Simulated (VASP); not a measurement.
Pt:

```xyz
1
Lattice="0.0000 1.9474 1.9474 1.9474 0.0000 1.9474 1.9474 1.9474 0.0000" Properties=species:S:1:pos:R:3 pbc="T T T"
Pt    0.0000    0.0000    0.0000
```

Base run:

```yaml
Program: VASP 6.6.1
Functional: LDA
Potentials_or_basis: VASP PAW LDA potentials, release 64 (Pt)
Cutoff: 520 eV
k_mesh: 14 × 14 × 14
Occupations: gaussian, width 0.3 eV
Spin: no spin polarisation
```

Its results: band gap on the k mesh zero (band 5 reaches 12.07 eV, above the bottom of band 6 at 9.75 eV); pressure 1.0 GPa.

Problem. The run is repeated on the same cell with these changes: occupations from gaussian, width 0.3 eV to methfessel-paxton, width 0.03 eV. What comes out?

Solution. Band gap on the k mesh zero (band 5 reaches 12.06 eV, above the bottom of band 6 at 9.75 eV); pressure 0.3 GPa.

Caveats: spin-orbit coupling is left out, which moves the levels of the heavy elements.
